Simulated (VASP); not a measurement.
Wanted: the native input for a VASP 6.6.1 run.

```
Task                   : single point
Functional             : PBE
Potentials or basis    : VASP PAW PBE potentials, release 64 (Mg, H)
Cutoff                 : 520 eV
k mesh                 : 6 × 6 × 6
Occupations            : gaussian, width 0.1 eV
Spin                   : no spin polarisation
Dipole correction      : no
Further INCAR settings : ALGO = Normal; EDIFF = 1e-06; NBANDS = 18
```

The structure of Mg8H lies in POSCAR:

```
Mg8H
1.0
   -3.2464555088      3.2464555088      4.4660801262
    3.2464555088     -3.2464555088      4.4660801262
    3.2464555088      3.2464555088     -4.4660801262
Mg H
8 1
Direct
   -0.0016845337     -0.0042850051     -0.0026004715
   -0.0019952221     -0.0010856988      0.4990904767
   -0.0009159378      0.5016845337     -0.0026004715
   -0.0016845337      0.5009159378      0.5026004715
    0.4998238245     -0.0010856988      0.0009095233
    0.5010856988      0.0001761755      0.4990904767
    0.5010856988      0.5019952221      0.0009095233
    0.5042850051      0.5016845337      0.5026004715
    0.1250000000      0.3750000000      0.2500000000
```

These files were run (other wordings do the same):

INCAR

```
PREC     = Accurate       # precision mode
ENCUT    = 520            # plane-wave cutoff, eV
EDIFF    = 1E-6           # SCF threshold, eV
ISMEAR   = 0              # smearing method
SIGMA    = 0.1            # smearing width, eV
LREAL    = False          # projectors in reciprocal space
LASPH    = True           # aspherical terms in the spheres
NELM     = 60             # most SCF steps
ALGO     = Normal         # electronic algorithm
ISIF     = 2              # what is computed and relaxed
LWAVE    = False          # write WAVECAR
LCHARG   = False          # write CHGCAR
GGA      = PE             # functional
NBANDS   = 18             # bands
```

KPOINTS

```
Automatic mesh
0
Gamma
  6 6 6
```

Potentials or basis: VASP PAW PBE potentials, release 64 (Mg, H).

Run with:

```console
$ cat potpaw_PBE.64/Mg/POTCAR potpaw_PBE.64/H/POTCAR > POTCAR
$ mpirun -np 1 vasp_std > vasp.out
```

It gave:

```
Pressure      : -0.2 GPa
Largest force : 0.005 eV/Å
```

Wall time 47 s on 1 thread of Intel(R) Xeon(R) 6975P-C (Granite Rapids), with other jobs on the host, peak memory 0.36 GiB.
